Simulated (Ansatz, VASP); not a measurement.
**AgCl: VASP beside Ansatz**

Contents of INCAR:

```
SYSTEM = AgCl
PREC     = Accurate       ! precision mode
ENCUT    = 520            ! plane-wave cutoff, eV
EDIFF    = 1E-6           ! SCF threshold, eV
ISMEAR   = 0              ! smearing method
SIGMA    = 0.05           ! smearing width, eV
LREAL    = .FALSE.        ! projectors in reciprocal space
LASPH    = .TRUE.         ! aspherical terms in the spheres
NELM     = 80             ! most SCF steps
ALGO     = Normal         ! electronic algorithm
ISIF     = 2              ! what is computed and relaxed
LWAVE    = .FALSE.        ! write WAVECAR
LCHARG   = .FALSE.        ! write CHGCAR
GGA      = PS             ! functional
NBANDS   = 16             ! bands
```

File KPOINTS:

```
regular mesh
0
G
  12 12 12
  0 0 0
```

POSCAR

```
AgCl
1.0
    3.3023085741      0.0593462112      0.0593462112
    0.0593462112      3.3023085741      0.0593462112
    0.0593462112      0.0593462112      3.3023085741
Ag Cl
1 1
Direct
    0.0000000000      0.0000000000      0.0000000000
    0.5000000000      0.5000000000      0.5000000000
```

Input for Ansatz:

```yaml
crystal:
  lattice:
    - [3.3023085741, 0.0593462112, 0.0593462112]
    - [0.0593462112, 3.3023085741, 0.0593462112]
    - [0.0593462112, 0.0593462112, 3.3023085741]
  atoms:
    - { symbol: Ag, position: [0.0, 0.0, 0.0] }
    - { symbol: Cl, position: [0.5, 0.5, 0.5] }
basis:
  ecutwfc: 420
kpoints:
  mp_grid: { grid: [12, 12, 12] }
hamiltonian:
  xc: pbesol
scf:
  occupations: { method: gaussian, width: 0.05 }
output:
  forces: true
  stress: true
  eigenvalues: true
```

Alike in both runs: task single point; functional PBEsol; k mesh 12 × 12 × 12; occupations gaussian, width 0.05 eV; no spin polarisation.

|  | VASP | Ansatz |
| --- | --- | --- |
| version | VASP 6.6.1 | Ansatz 0.2.0 |
| potentials or method | VASP PAW PBE potentials, release 64 (Ag, Cl), cutoff 520 eV | scalar-relativistic, plane waves, PAW |
| valence electrons in the cell | 18 | 26 |

```tsv
	VASP	Ansatz	Ansatz less VASP
gap on the k mesh at the Fermi level (eV)	0.36	0.36	-0.001
least direct gap on the mesh (eV)	2.25	2.25	-0.003
pressure (GPa)	1.9	2.0	+0.13
traceless stress, the component that is largest in VASP (GPa)	0.40	0.39	-0.004
```

VASP's potentials were made for PBE, not for PBEsol. VASP's potentials hold 18 valence electrons a cell and Ansatz's 26, so a difference there can come from the potentials and not from the codes.
